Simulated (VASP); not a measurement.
Crystal: SnTe5.

```xyz
6
Lattice="3.6920 0.0000 0.0000 0.0000 3.6920 0.0000 0.0000 0.0000 15.6390" Properties=species:S:1:pos:R:3 pbc="T T T"
Sn    1.8460    1.8460    0.0000
Te    1.8460    1.8460    5.2310
Te    1.8460    1.8460   10.4081
Te    0.0000    0.0000    2.7523
Te    0.0000    0.0000   12.8868
Te    0.0000    0.0000    7.8195
```

- Program: VASP 6.6.1
- Task: relaxation of cell and atoms
- Functional: PBE
- Potentials or basis: VASP PAW PBE potentials, release 64 (Sn_d, Te)
- Cutoff: 600 eV
- k mesh: 6 × 6 × 1
- Occupations: gaussian, width 0.1 eV
- Spin: no spin polarisation

At the start: pressure -6.3 GPa; volume 35.53 Å³/atom.

Task: How do energy, volume and symmetry change on relaxing?

Result: Over 10 steps the energy falls by 300.1 meV/atom and the volume is 28.78 Å³/atom (-19.0 %); space group P4/mmm (No. 123, to 0.05 Å).

The path:
| step | energy change (eV) | largest force (eV/Å) | pressure (GPa) | volume (Å³) |
| --- | --- | --- | --- | --- |
| 1 | 0.0000 | 0.2817 | -6.33 | 213.17 |
| 2 | -1.0689 | 0.4657 | 0.28 | 172.66 |
| 3 | -1.0707 | 0.4686 | 0.62 | 171.47 |
| 4 | -1.3001 | 0.3594 | 1.04 | 169.67 |
| 5 | -1.6539 | 0.2932 | 3.34 | 162.34 |
| 6 | -1.7760 | 0.1875 | -0.09 | 172.35 |
| 7 | -1.7760 | 0.1896 | 0.00 | 172.17 |
| 8 | -1.7801 | 0.1750 | -0.02 | 172.22 |
| 9 | -1.7908 | 0.1361 | -0.06 | 172.37 |
| 10 | -1.8007 | 0.0285 | -0.02 | 172.65 |

Final structure:
```xyz
6
Lattice="3.7737 0.0000 0.0000 0.0000 3.7737 0.0000 0.0000 0.0000 12.1238" Properties=species:S:1:pos:R:3 pbc="T T T"
Sn    1.8869    1.8869    0.0000
Te    1.8869    1.8869    4.1679
Te    1.8869    1.8869    7.9558
Te    0.0000    0.0000    1.9329
Te    0.0000    0.0000   10.1908
Te    0.0000    0.0000    6.0619
```

Caveat: the k points lie up to 0.52 Å⁻¹ apart in the final cell; the volume moved by over 15 % at a fixed basis, so the end points are rough.
